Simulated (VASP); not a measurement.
# AlN (P6_3mc) in VASP: a series of runs

Aim: see how the results for AlN move with the level of theory and the settings. Levels: LDA, r2SCAN. Tasks: relaxation of the atoms.

Everything below comes from runs of VASP 6.6.1. Logs are shortened: lines on timing, memory, paths and dates and some standing lists are left out, and cuts for length are marked.

## 1. The cell of the first run

Symmetry: P6_3mc, No. 186, hexagonal system. Conventional cell: a = 3.111 Å, b = 3.111 Å, c = 5.011 Å, α = 90.00°, β = 90.00°, γ = 120.00°. Al (site symmetry 3m) has 4 N at 1.89 to 1.91 Å within 2.5 Å. Within 2.5 Å of N (site symmetry 3m) lie 4 Al at 1.89 to 1.91 Å.

## 2. Relaxation of the atoms, LDA

Input file INCAR:

```
SYSTEM = AlN
PREC = Accurate ; ENCUT = 520
EDIFF = 1E-6 ; ISMEAR = 0
SIGMA = 0.05 ; LREAL = .False.
LASPH = .True. ; NELM = 100
ALGO = Normal ; ISIF = 2
LWAVE = .False. ; LCHARG = .False.
GGA = CA ; IBRION = 2
NSW = 80 ; EDIFFG = -0.003
```

Input file KPOINTS:

```
regular mesh
0
Gamma
  8 8 5
  0 0 0
```

Input file POSCAR:

```
AlN
1.0
    3.1110000000      0.0000000000      0.0000000000
   -1.5555000000      2.6942050300      0.0000000000
    0.0000000000      0.0000000000      5.0108860000
Al N
2 2
Direct
    0.3333333333      0.6666666667      0.0000000000
    0.6666666667      0.3333333333      0.5000000000
    0.3333333333      0.6666666667      0.3820000000
    0.6666666667      0.3333333333      0.8820000000
```

Potentials or basis: VASP PAW LDA potentials, release 64 (Al, N).

Command:

```console
$ cat potpaw_LDA.64/Al/POTCAR potpaw_LDA.64/N/POTCAR > POTCAR
$ mpirun -np 1 vasp_std > vasp.out
```

OUTCAR:

```text
SYSTEM = AlN
   PREC = Accurate
   ENCUT = 520
   EDIFF = 1E-6
   ISMEAR = 0
   LREAL = .False.
   LASPH = .True.
   NELM = 100
   ISIF = 2
   GGA = CA
   IBRION = 2
   NSW = 80
   EDIFFG = -0.003

 ion  position               nearest neighbor table
   1  0.333  0.667  0.000-   4 1.89   4 1.89   4 1.89   3 1.91   2 3.08   2 3.08   2 3.08   2 3.08
                             2 3.08   2 3.08
   2  0.667  0.333  0.500-   3 1.89   3 1.89   3 1.89   4 1.91   1 3.08   1 3.08   1 3.08   1 3.08
                             1 3.08   1 3.08
   3  0.333  0.667  0.382-   2 1.89   2 1.89   2 1.89   1 1.91
   4  0.667  0.333  0.882-   1 1.89   1 1.89   1 1.89   2 1.91

  LATTYP: Found a hexagonal cell.
 ALAT       =     3.1110000000
 C/A-ratio  =     1.6106994536

  Lattice vectors:

 A1 = (   3.1110000000,   0.0000000000,   0.0000000000)
 A2 = (  -1.5555000000,   2.6942050300,   0.0000000000)
 A3 = (   0.0000000000,   0.0000000000,   5.0108860000)

Analysis of symmetry for initial positions (statically):
=====================================================================
 Subroutine PRICEL returns:
 Original cell was already a primitive cell.

 Routine SETGRP: Setting up the symmetry group for a
 hexagonal supercell.

 Subroutine GETGRP returns: Found 12 space group operations
 (whereof  6 operations were pure point group operations)
 out of a pool of 24 trial point group operations.

The static configuration has the point symmetry C_3v.
 The point group associated with its full space group is C_6v.

Analysis of symmetry for dynamics (positions and initial velocities):
=====================================================================
 Subroutine PRICEL returns:
 Original cell was already a primitive cell.

 Routine SETGRP: Setting up the symmetry group for a
 hexagonal supercell.

 Subroutine GETGRP returns: Found 12 space group operations
 (whereof  6 operations were pure point group operations)
 out of a pool of 24 trial point group operations.

The dynamic configuration has the point symmetry C_3v.
 The point group associated with its full space group is C_6v.

 Subroutine INISYM returns: Found 12 space group operations
 (whereof  6 operations are pure point group operations),
 and found     1 'primitive' translations

----------------------------------------------------------------------------------------

                                     Primitive cell

  volume of cell :      41.9996

  direct lattice vectors                    reciprocal lattice vectors
     3.111000000  0.000000000  0.000000000     0.321440051  0.185583500  0.000000000
    -1.555500000  2.694205030  0.000000000     0.000000000  0.371167001  0.000000000
     0.000000000  0.000000000  5.010886000     0.000000000  0.000000000  0.199565506

  length of vectors
     3.111000000  3.110999999  5.010886000     0.371167000  0.371167001  0.199565506

  position of ions in fractional coordinates (direct lattice)
     0.333333333  0.666666667  0.000000000
     0.666666667  0.333333333  0.500000000
     0.333333333  0.666666667  0.382000000
     0.666666667  0.333333333  0.882000000

  ion indices of the primitive-cell ions
   primitive index   ion index
                 1           1
                 2           2
                 3           3
                 4           4

----------------------------------------------------------------------------------------

 KPOINTS: regular mesh

Automatic generation of k-mesh.
 Grid dimensions read from file:
 generate k-points for:    8    8    5

 Generating k-lattice:

  Cartesian coordinates                     Fractional coordinates (reciprocal lattice)
     0.040180006  0.023197938  0.000000000     0.125000000 -0.000000000  0.000000000
     0.000000000  0.046395875  0.000000000     0.000000000  0.125000000  0.000000000
     0.000000000  0.000000000  0.039913101     0.000000000  0.000000000  0.200000000

  Length of vectors
     0.046395875  0.046395875  0.039913101

  Shift w.r.t. Gamma in fractional coordinates (k-lattice)
     0.000000000  0.000000000  0.000000000

 Subroutine IBZKPT returns following result:
 ===========================================

 Found     30 irreducible k-points:

 Following reciprocal coordinates:
            Coordinates               Weight
  0.000000  0.000000  0.000000      1.000000
  0.125000  0.000000  0.000000      6.000000
  0.250000  0.000000  0.000000      6.000000
  0.375000  0.000000  0.000000      6.000000
  0.500000  0.000000  0.000000      3.000000
  0.125000  0.125000  0.000000      6.000000
[... 16 lines left out ...]
  0.250000  0.000000  0.400000     12.000000
  0.375000  0.000000  0.400000     12.000000
 [... further k-points ...]
   k-points           NKPTS =     30   k-points in BZ     NKDIM =     30   number of bands    NBANDS=     12
   number of dos      NEDOS =    301   number of ions     NIONS =      4
   total plane-waves  NPLWV =  23040
   dimension x,y,z NGX =    24 NGY =   24 NGZ =   40
   dimension x,y,z NGXF=    48 NGYF=   48 NGZF=   80
   ions per type =               2   2
   NGX,Y,Z   is equivalent  to a cutoff of  12.83, 12.83, 13.27 a.u.
   NGXF,Y,Z  is equivalent  to a cutoff of  25.65, 25.65, 26.54 a.u.
 SYSTEM =  AlN
   PREC   = accura    normal or accurate (medium, high low for compatibility)
   ISTART =      0    job   : 0-new  1-cont  2-samecut
   ICHARG =      2    charge: 1-file 2-atom 10-const
   ISPIN  =      1    spin polarized calculation?
   LNONCOLLINEAR =      F non collinear calculations
   LSORBIT =      F    spin-orbit coupling
   LASPH  =      T    aspherical Exc in radial PAW
   ENCUT  =  520.0 eV  38.22 Ry    6.18 a.u.   5.78  5.78  9.32*2*pi/ulx,y,z
   NELM   =    100;   NELMIN=  2; NELMDL= -5     # of ELM steps
   EDIFF  = 0.1E-05   stopping-criterion for ELM
   LREAL  =      F    real-space projection
   EDIFFG = -.3E-02   stopping-criterion for IOM
   NSW    =     80    number of steps for IOM
   IBRION =      2    ionic relax: 0-MD 1-quasi-New 2-CG
   NFREE  =      1    steps in history (QN), initial steepest desc. (CG)
   ISIF   =      2    stress and relaxation
   ISYM   =      2    0-nonsym 1-usesym 2-fastsym
   POTIM  = 0.5000    time-step for ionic-motion
   TEBEG  =    0.0;   TEEND  =   0.0 temperature during run
   PSTRESS=    0.0 pullay stress
   NELECT =      16.0000    total number of electrons
   NUPDOWN=      -1.0000    fix difference up-down
   EMIN   =  10.00;   EMAX   =-10.00  energy-range for DOS
   EFERMI =   0.00;   METHOD = LEGACY
   ISMEAR =     0;   SIGMA  =   0.05  broadening in eV -4-tet -1-fermi 0-gaus
   EFERMI_NEDOS =   21; number of points for ismear=-14 and -15
   IALGO  =     38    algorithm
   IMIX   =      4    mixing-type and parameters
     AMIX     =   0.40;   BMIX     =  1.00
     AMIX_MAG =   1.60;   BMIX_MAG =  1.00
  volume/ion in A,a.u.               =      10.50        70.86
  Fermi-wavevector in a.u.,A,eV,Ry     =   1.186770  2.242669 19.162748  1.408422
  Thomas-Fermi vector in A             =   2.322935
   LORBIT       =      0    0 simple, 1 ext, 2 COOP (PROOUT), +10 PAW based schemes
   GGA     = CA    functional components
   LHFCALC =     F    Hartree Fock is set to
   AEXX    =    0.0000 exact exchange contribution
   IVDW    =     0    specifies the selected vdW correction
   LEPSILON=     F    determine dielectric tensor
   LRPA    =     F    only Hartree local field effects (RPA)
 conjugate gradient relaxation of ions
 non-spin polarized calculation
 Gauss-broadening in eV      SIGMA  =   0.05
  energy-cutoff  :      520.00
  volume of cell :       42.00
 maximum number of plane-waves:      1144
 NGX is ok and might be reduce to    24
   NGX = 11   NGY = 11   NGZ = 19

--------------------------------------- Ionic step        1  -------------------------------------------

 number of electron      16.0000001 magnetization

 Free energy of the ion-electron system (eV)
  ---------------------------------------------------
  ext. energy  EPLUGINS =         0.00000000
  ---------------------------------------------------
  free energy    TOTEN  =       -32.82425011 eV

  energy without entropy =      -32.82425011  energy(sigma->0) =      -32.82425011

------------------------ aborting loop because EDIFF is reached ----------------------------------------

  FORCE on cell =-STRESS in cart. coord.  units (eV):
  Direction    XX          YY          ZZ          XY          YZ          ZX
  --------------------------------------------------------------------------------------
  -------------------------------------------------------------------------------------
  Total       -1.1274371     -1.1274371     -1.6848513      0.0000000      0.0000000     -0.0000000
  in kB      -43.0088396    -43.0088396    -64.2727661      0.0000000      0.0000000     -0.0000000
  external PRESSURE =     -50.0968151 kB  Pullay stress =       0.0000000 kB
[... 61 lines left out ...]
  energy  without entropy=      -32.8247772460  energy(sigma->0) =      -32.82477725

--------------------------------------- Ionic step        3  -------------------------------------------

 number of electron      16.0000001 magnetization

 Free energy of the ion-electron system (eV)
  ---------------------------------------------------
  ext. energy  EPLUGINS =         0.00000000
  ---------------------------------------------------
  free energy    TOTEN  =       -32.82479262 eV

  energy without entropy =      -32.82479262  energy(sigma->0) =      -32.82479262

 E-fermi :   6.0160     XC(G=0): -11.2215

 val. band max:        5.8009378251   @ k =   0.0000   0.0000   0.0000
 cond. band min:      10.0110267546   @ k =   0.0000   0.0000   0.0000
 fundamental gap:      4.2100889295
 Fermi energy:         6.0160469764

 k-point     1 :       0.0000    0.0000    0.0000
  band No.  band energies     occupation
      1      -9.1588      2.00000
      2      -6.9807      2.00000
      3      -0.2085      2.00000
      4       5.0000      2.00000
      5       5.0000      2.00000
      6       5.6374      2.00000
      7       5.6374      2.00000
      8       5.8009      2.00000
      9      10.0110      0.00000
     10      12.3877      0.00000
     11      16.2262      0.00000
     12      16.8005      0.00000
[... 331 lines left out ...]
 k-point    24 :       0.3750    0.0000    0.4000
  band No.  band energies     occupation
      1      -7.2270      2.00000
      2      -6.8439      2.00000
      3       0.5784      2.00000
      4       0.9791      2.00000
      5       3.7703      2.00000
      6       4.3031      2.00000
      7       4.7031      2.00000
      8       4.7051      2.00000
      9      11.0724      0.00000
     10      11.6966      0.00000
     11      14.7761      0.00000
     12      15.4880      0.00000

 [... further k-points ...]
[... 5 lines left out ...]
  --------------------------------------------------------------------------------------
  -------------------------------------------------------------------------------------
  Total       -1.1867822     -1.1867822     -1.5327307      0.0000000      0.0000000     -0.0000000
  in kB      -45.2727041    -45.2727041    -58.4697540      0.0000000      0.0000000     -0.0000000
  external PRESSURE =     -49.6717207 kB  Pullay stress =       0.0000000 kB
[... 19 lines left out ...]
  FREE ENERGIE OF THE ION-ELECTRON SYSTEM (eV)
  ---------------------------------------------------
  free  energy   TOTEN  =       -32.8247926207 eV

  energy  without entropy=      -32.8247926207  energy(sigma->0) =      -32.82479262

 reached required accuracy - stopping structural energy minimisation
```

It took 7.6 s on 1 thread of Intel Xeon 6975P-C (Granite Rapids), shared host; peak memory 0.14 GiB.

What came out:

- Free energy: -32.8248 eV
- Energy gained by relaxing: 0.1 meV/atom
- Ionic steps: 3
- Pressure after relaxing: -5.0 GPa
- Band gap on the k mesh: 4.21 eV, direct

The path:
```tsv
step	energy change (eV)	largest force (eV/Å)	pressure (GPa)
1	0.0000	0.0809	-5.01
2	-0.0005	0.0139	-4.97
3	-0.0005	0.0007	-4.97
```

Final structure:
```
Al N
1.0
     3.11100    0.00000    0.00000
    -1.55550    2.69421    0.00000
     0.00000    0.00000    5.01089
Al N
2 2
Direct
  0.33333 0.66667 0.00067
  0.66667 0.33333 0.50067
  0.33333 0.66667 0.38133
  0.66667 0.33333 0.88133
```

## 3. Relaxation of the atoms, r2SCAN

POSCAR is that of step 2.

Input file INCAR.step1:

```
PREC = Accurate ; ENCUT = 520
ISMEAR = 0 ; SIGMA = 0.05
LREAL = False ; LASPH = True
NELM = 80 ; GGA = PE
ALGO = Normal ; EDIFF = 1E-4
LWAVE = True ; LCHARG = False
```

Input file INCAR.step2:

```
PREC = Accurate ; ENCUT = 520
EDIFF = 1E-6 ; ISMEAR = 0
SIGMA = 0.05 ; LREAL = False
LASPH = True ; NELM = 80
ALGO = Normal ; ISIF = 2
LWAVE = False ; LCHARG = False
METAGGA = R2SCAN ; LMIXTAU = True
IBRION = 2 ; NSW = 80
EDIFFG = -0.003 ; ISTART = 1
```

Input file KPOINTS:

```
regular mesh
0
Gamma
  8 8 5
```

Potentials or basis: VASP PAW PBE potentials, release 64 (Al, N).

Command:

```console
$ cat potpaw_PBE.64/Al/POTCAR potpaw_PBE.64/N/POTCAR > POTCAR
$ cp INCAR.step1 INCAR
$ mpirun -np 1 vasp_std > vasp.out
$ cp INCAR.step2 INCAR
$ mpirun -np 1 vasp_std > vasp.out
```

Run time: 44 s. Hardware: 1 thread of Intel Xeon 6975P-C (Granite Rapids), shared host; peak memory 0.16 GiB.

Results (log left out):

* Free energy: -38.4529 eV
* Energy gained by relaxing: 0.1 meV/atom
* Ionic steps: 3
* Pressure after relaxing: -2.2 GPa
* Band gap on the k mesh: 4.86 eV, direct

Stress tensor (GPa, compression positive):
```
-1.79  0.00  0.00
 0.00 -1.79  0.00
 0.00  0.00 -3.16
```

Step by step:
```
step  energy change (eV)  largest force (eV/Å)  pressure (GPa)
   1              0.0000                0.0825           -2.26
   2             -0.0005                0.0180           -2.24
   3             -0.0005                0.0001           -2.24
```

Final structure:
```
CELL_PARAMETERS angstrom
3.11100 0.00000 0.00000
-1.55550 2.69421 0.00000
0.00000 0.00000 5.01089
ATOMIC_POSITIONS crystal
Al 0.33333 0.66667 0.00065
Al 0.66667 0.33333 0.50065
N 0.33333 0.66667 0.38134
N 0.66667 0.33333 0.88134
```

Levels at points of the mesh, in eV from the valence-band top:
| k point | band 6 | band 7 | band 8 | band 9 | band 10 | band 11 |
| --- | --- | --- | --- | --- | --- | --- |
| (0.00, 0.00, 0.00) | -0.18 | -0.18 | 0.00 | 4.86 | 7.53 | 11.53 |
| (0.50, 0.00, 0.00) | -2.07 | -1.73 | -0.67 | 6.42 | 6.58 | 9.00 |

Caveat: the PAW data sets were made with another functional, which shifts forces and pressure a little. r2SCAN opens gaps a little over a GGA but as a rule still falls short of measured ones.
